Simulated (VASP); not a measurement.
# Sb in VASP: notebook, part 2 of 2

VASP 6.6.1. The steps go on from the part before.

## (4) Single point, PBEsol

File INCAR:

```
ALGO     = Normal         # electronic algorithm
EDIFF    = 1E-6           # SCF threshold, eV
ENCUT    = 520            # plane-wave cutoff, eV
GGA      = PS             # functional
ISIF     = 2              # what is computed and relaxed
ISMEAR   = -1             # smearing method
LASPH    = T              # aspherical terms in the spheres
LCHARG   = F              # write CHGCAR
LREAL    = F              # projectors in reciprocal space
LWAVE    = F              # write WAVECAR
NBANDS   = 8              # bands
NELM     = 60             # most SCF steps
PREC     = Accurate       # precision mode
SIGMA    = 0.1            # smearing width, eV
```

File KPOINTS:

```
k-points
0
Gamma
  7 7 7
```

File POSCAR:

```
Sb
1.0
   -1.9116750000      1.8985960000      1.9109740000
    1.8664480000     -1.9242180000      1.8913690000
    1.8258330000      1.8383760000     -1.9365960000
Sb
1
Direct
    0.0066800000      0.0021220000      0.0177370000
```

Potentials or basis: VASP PAW PBE potentials, release 64 (Sb).

Started as:

```
cat potpaw_PBE.64/Sb/POTCAR > POTCAR
mpirun -np 1 vasp_std > vasp.out
```

OUTCAR:

```text
EDIFF = 1E-6
   ENCUT = 520
   GGA = PS
   ISIF = 2
   ISMEAR = -1
   LASPH = T
   LREAL = F
   NELM = 60
   PREC = Accurate

 ion  position               nearest neighbor table
   1  0.007  0.002  0.018-

  LATTYP: Found a triclinic cell.
 ALAT       =     3.2347637516
 B/A-ratio  =     1.1755721835
 C/A-ratio  =     1.1418316545
 COS(alpha) =     0.0239763946
 COS(beta)  =     0.5583685919
 COS(gamma) =     0.6091687888

  Lattice vectors:

 A1 = (  -1.8258330000,  -1.8383760000,   1.9365960000)
 A2 = (  -0.0452270000,  -0.0256220000,   3.8023430000)
 A3 = (  -3.6922810000,   0.0858420000,   0.0452270000)

Analysis of symmetry for initial positions (statically):
=====================================================================
 Subroutine PRICEL returns:
 Original cell was already a primitive cell.

 Routine SETGRP: Setting up the symmetry group for a
 triclinic supercell.

 Subroutine GETGRP returns: Found  2 space group operations
 (whereof  1 operations were pure point group operations)
 out of a pool of  2 trial point group operations.

The static configuration has the point symmetry C_1 .
 The point group associated with its full space group is S_2 .

Analysis of symmetry for dynamics (positions and initial velocities):
=====================================================================
 Subroutine PRICEL returns:
 Original cell was already a primitive cell.

 Routine SETGRP: Setting up the symmetry group for a
 triclinic supercell.

 Subroutine GETGRP returns: Found  2 space group operations
 (whereof  1 operations were pure point group operations)
 out of a pool of  2 trial point group operations.

The dynamic configuration has the point symmetry C_1 .
 The point group associated with its full space group is S_2 .

 Subroutine INISYM returns: Found  2 space group operations
 (whereof  1 operations are pure point group operations),
 and found     1 'primitive' translations

----------------------------------------------------------------------------------------

                                     Primitive cell

  volume of cell :      26.2131

  direct lattice vectors                    reciprocal lattice vectors
    -1.911675000  1.898596000  1.910974000     0.009513764  0.269631298  0.264925803
     1.866448000 -1.924218000  1.891369000     0.274286312  0.008126568  0.266312999
     1.825833000  1.838376000 -1.936596000     0.277268559  0.274000741  0.005144321

  length of vectors
     3.303178727  3.280780356  3.234763752     0.378123299  0.382389377  0.389847052

  position of ions in fractional coordinates (direct lattice)
     0.006680000  0.002122000  0.017737000

  ion indices of the primitive-cell ions
   primitive index   ion index
                 1           1

----------------------------------------------------------------------------------------

 KPOINTS: k-points

Automatic generation of k-mesh.
 Grid dimensions read from file:
 generate k-points for:    7    7    7

 Generating k-lattice:

  Cartesian coordinates                     Fractional coordinates (reciprocal lattice)
     0.001359109  0.038518757  0.037846543     0.142857143  0.000000000 -0.000000000
     0.039183759  0.001160938  0.038044714     0.000000000  0.142857143  0.000000000
     0.039609794  0.039142963  0.000734903     0.000000000 -0.000000000  0.142857143

  Length of vectors
     0.054017614  0.054627054  0.055692436

  Shift w.r.t. Gamma in fractional coordinates (k-lattice)
     0.000000000  0.000000000  0.000000000

 Subroutine IBZKPT returns following result:
 ===========================================

 Found    172 irreducible k-points:

 Following reciprocal coordinates:
            Coordinates               Weight
  0.000000  0.000000  0.000000      1.000000
  0.142857 -0.000000  0.000000      2.000000
  0.285714 -0.000000  0.000000      2.000000
  0.428571 -0.000000 -0.000000      2.000000
  0.000000  0.142857 -0.000000      2.000000
  0.142857  0.142857  0.000000      2.000000
[... 16 lines left out ...]
 -0.428571  0.428571  0.000000      2.000000
 -0.285714  0.428571  0.000000      2.000000
 [... further k-points ...]
   k-points           NKPTS =    172   k-points in BZ     NKDIM =    172   number of bands    NBANDS=      8
   number of dos      NEDOS =    301   number of ions     NIONS =      1
   total plane-waves  NPLWV =  16128
   dimension x,y,z NGX =    28 NGY =   24 NGZ =   24
   dimension x,y,z NGXF=    56 NGYF=   48 NGZF=   48
   ions per type =               1
   NGX,Y,Z   is equivalent  to a cutoff of  14.09, 12.16, 12.33 a.u.
   NGXF,Y,Z  is equivalent  to a cutoff of  28.18, 24.32, 24.67 a.u.
 SYSTEM =  unknown system
   PREC   = accura    normal or accurate (medium, high low for compatibility)
   ISTART =      0    job   : 0-new  1-cont  2-samecut
   ICHARG =      2    charge: 1-file 2-atom 10-const
   ISPIN  =      1    spin polarized calculation?
   LNONCOLLINEAR =      F non collinear calculations
   LSORBIT =      F    spin-orbit coupling
   LASPH  =      T    aspherical Exc in radial PAW
   ENCUT  =  520.0 eV  38.22 Ry    6.18 a.u.   6.14  6.10  6.01*2*pi/ulx,y,z
   NELM   =     60;   NELMIN=  2; NELMDL= -5     # of ELM steps
   EDIFF  = 0.1E-05   stopping-criterion for ELM
   LREAL  =      F    real-space projection
   EDIFFG = 0.1E-04   stopping-criterion for IOM
   NSW    =      0    number of steps for IOM
   IBRION =     -1    ionic relax: 0-MD 1-quasi-New 2-CG
   NFREE  =      0    steps in history (QN), initial steepest desc. (CG)
   ISIF   =      2    stress and relaxation
   ISYM   =      2    0-nonsym 1-usesym 2-fastsym
   POTIM  = 0.5000    time-step for ionic-motion
   TEBEG  =    0.0;   TEEND  =   0.0 temperature during run
   PSTRESS=    0.0 pullay stress
   NELECT =       5.0000    total number of electrons
   NUPDOWN=      -1.0000    fix difference up-down
   EMIN   =  10.00;   EMAX   =-10.00  energy-range for DOS
   EFERMI =   0.00;   METHOD = LEGACY
   ISMEAR =    -1;   SIGMA  =   0.10  broadening in eV -4-tet -1-fermi 0-gaus
   EFERMI_NEDOS =   21; number of points for ismear=-14 and -15
   IALGO  =     38    algorithm
   IMIX   =      4    mixing-type and parameters
     AMIX     =   0.40;   BMIX     =  1.00
     AMIX_MAG =   1.60;   BMIX_MAG =  1.00
  volume/ion in A,a.u.               =      26.21       176.89
  Fermi-wavevector in a.u.,A,eV,Ry     =   0.942378  1.780837 12.083016  0.888077
  Thomas-Fermi vector in A             =   2.069982
   LORBIT       =      0    0 simple, 1 ext, 2 COOP (PROOUT), +10 PAW based schemes
   GGA     = PS    functional components
   LHFCALC =     F    Hartree Fock is set to
   AEXX    =    0.0000 exact exchange contribution
   IVDW    =     0    specifies the selected vdW correction
   LEPSILON=     F    determine dielectric tensor
   LRPA    =     F    only Hartree local field effects (RPA)
 non-spin polarized calculation
  energy-cutoff  :      520.00
  volume of cell :       26.21
 maximum number of plane-waves:       716
 NGX is ok and might be reduce to    28
   NGX = 13   NGY = 13   NGZ = 13

 number of electron       5.0000000 magnetization

 Free energy of the ion-electron system (eV)
  ---------------------------------------------------
  ext. energy  EPLUGINS =         0.00000000
  ---------------------------------------------------
  free energy    TOTEN  =        -4.32550571 eV

  energy without entropy =       -4.28906589  energy(sigma->0) =       -4.30728580

 E-fermi :   8.7428     XC(G=0): -10.4460

 val. band max:        8.7005560812   @ k =  -0.2857   0.2857   0.4286
 cond. band min:       8.7440975138   @ k =   0.4286  -0.4286   0.2857
 fundamental gap:      0.0435414326
 Fermi energy:         8.7428354429

 k-point     1 :       0.0000    0.0000    0.0000
  band No.  band energies     occupation
      1      -4.4200      2.00000
      2      13.9686      0.00000
      3      14.1414      0.00000
      4      14.8425      0.00000
      5      18.9488      0.00000
      6      19.3596      0.00000
      7      19.3862      0.00000
      8      20.1294      0.00000
[... 243 lines left out ...]
 k-point    24 :      -0.2857    0.4286    0.0000
  band No.  band energies     occupation
      1      -1.5502      2.00000
      2       5.3025      2.00000
      3       9.3234      0.00600
      4      11.6179      0.00000
      5      16.0382      0.00000
      6      18.8230      0.00000
      7      20.4319      0.00000
      8      23.6590      0.00000

 [... further k-points ...]
[... 5 lines left out ...]
  --------------------------------------------------------------------------------------
  -------------------------------------------------------------------------------------
  Total       -0.0465799     -0.0284806      0.0120998     -0.0473981     -0.0778180     -0.0547621
  in kB       -2.8470159     -1.7407668      0.7395530     -2.8970289     -4.7563272     -3.3471254
  external PRESSURE =      -1.2827432 kB  Pullay stress =       0.0000000 kB

 VOLUME and BASIS-vectors are now :
 -----------------------------------------------------------------------------
  energy-cutoff  :      520.00
  volume of cell :       26.21
      direct lattice vectors                 reciprocal lattice vectors
    -1.911675000  1.898596000  1.910974000     0.009513764  0.269631298  0.264925803
     1.866448000 -1.924218000  1.891369000     0.274286312  0.008126568  0.266312999
     1.825833000  1.838376000 -1.936596000     0.277268559  0.274000741  0.005144321

 POSITION                                       TOTAL-FORCE (eV/Angst)
 -----------------------------------------------------------------------------------
      0.02358      0.04121     -0.01757        -0.000000      0.000000      0.000000
 -----------------------------------------------------------------------------------
    total drift:                                0.000000      0.000000      0.000000

  FREE ENERGIE OF THE ION-ELECTRON SYSTEM (eV)
  ---------------------------------------------------
  free  energy   TOTEN  =        -4.3255057139 eV

  energy  without entropy=       -4.2890658904  energy(sigma->0) =       -4.30728580
```

It took 18 s on 1 thread of Intel Xeon 6975P-C, shared host; peak memory 0.16 GiB.

Results:

| Item | Value |
| --- | --- |
| Free energy | -4.3255 eV |
| Pressure | -0.1 GPa |

Caveat: the PAW data sets were made with another functional, which shifts forces and pressure a little; spin-orbit coupling is left out, which moves the levels of the heavy elements.
